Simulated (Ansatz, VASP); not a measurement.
## Si16N: VASP beside Ansatz

```
Si N
1.0
     0.00000    5.43000    5.43000
     5.43000    0.00000    5.43000
     5.43000    5.43000    0.00000
Si N
16 1
Direct
  0.05262 0.98816 0.98994
  0.15708 0.11026 0.13381
  0.02150 0.95805 0.49815
  0.02478 0.16436 0.62873
  0.01230 0.48277 0.00613
  0.14251 0.61760 0.11475
  0.97553 0.52433 0.48375
  0.13636 0.58484 0.63315
  0.53214 0.98580 0.01848
  0.65214 0.10639 0.15343
  0.49886 0.98951 0.54807
  0.65393 0.10631 0.64428
  0.51661 0.47981 0.01369
  0.63805 0.61184 0.13576
  0.51009 0.48041 0.50970
  0.60865 0.62479 0.64082
  0.23261 0.07437 0.71692
```

Alike in both runs: functional PBE; k mesh 2 × 2 × 2; occupations fermi-dirac, width 0.05 eV; collinear spin.

Ansatz relaxed the structure, and its values are those at the end. VASP's run is a single point on that final structure, the one shown.

|  | VASP | Ansatz |
| --- | --- | --- |
| version | VASP 6.6.1 | Ansatz 0.2.0 |
| potentials or method | VASP PAW PBE potentials, release 64 (Si, N), cutoff 520 eV | scalar-relativistic, plane waves, PAW |
| valence electrons in the cell | 69 | 69 |

Ansatz gave:

| Property | Result |
| --- | --- |
| rms of the force components (eV/Å) | 0.009 |
| net moment per atom (μB) | 0.00 |

**Question.** Estimate VASP's values.

**Answer.** rms of the force components (eV/Å): 0.011; net moment per atom (μB): 0.00.

Ansatz's warnings: seeded moment not kept.

The k mesh is coarse, so the values compare programs but aren't converged.
